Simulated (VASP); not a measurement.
Wanted: the native input for a VASP 6.6.1 run.

| Item | Value |
| --- | --- |
| Task | single point |
| Functional | PBEsol |
| Potentials or basis | VASP PAW PBE potentials, release 64 (Sn_d, S) |
| Cutoff | 500 eV |
| k mesh | 9 × 9 × 6 |
| Occupations | gaussian, width 0.02 eV |
| Spin | no spin polarisation |
| Dipole correction | no |
| Further INCAR settings | ALGO = Normal; EDIFF = 1e-06; NBANDS = 20 |

The structure of SnS2 (Berndtite-2T) lies in POSCAR:

```
SnS2
1.0
    3.6513022329      0.0000000000      0.0000000000
   -1.8256511164      3.1621204906      0.0000000000
    0.0000000000      0.0000000000      6.0574010484
Sn S
1 2
Direct
    0.0000000000      0.0000000000      0.0000000000
    0.3333333333      0.6666666667      0.2433156015
    0.6666666667      0.3333333333      0.7566843985
```

These files were run (other wordings do the same):

INCAR

```
SYSTEM = SnS2
ALGO = Normal
EDIFF = 1E-6
ENCUT = 500
GGA = PS
GGA_COMPAT = .FALSE.
ISIF = 2
ISMEAR = 0
LASPH = .TRUE.
LCHARG = .TRUE.
LELF = .TRUE.
LREAL = .FALSE.
LVHAR = .TRUE.
LWAVE = .FALSE.
NBANDS = 20
NELM = 120
PREC = Accurate
SIGMA = 0.02
```

KPOINTS

```
k-points
0
G
  9 9 6
  0 0 0
```

Potentials or basis: VASP PAW PBE potentials, release 64 (Sn_d, S).

Run with:

```console
$ cat potpaw_PBE.64/Sn_d/POTCAR potpaw_PBE.64/S/POTCAR > POTCAR
$ mpirun -np 1 vasp_std > vasp.out
```

It gave:

```
Pressure               : -0.1 GPa
Band gap on the k mesh : 1.43 eV, indirect (least direct gap 1.83 eV)
```

Caveat: the PAW data sets were made with another functional, which shifts forces and pressure a little; spin-orbit coupling is left out, which moves the levels of the heavy elements; this functional lacks dispersion, which binds the layers, so the pressure and a relaxed spacing across them are unreliable.

Wall time 72 s on 1 thread of Intel(R) Xeon(R) Platinum 8488C (Sapphire Rapids), with other jobs on the host, peak memory 0.23 GiB.
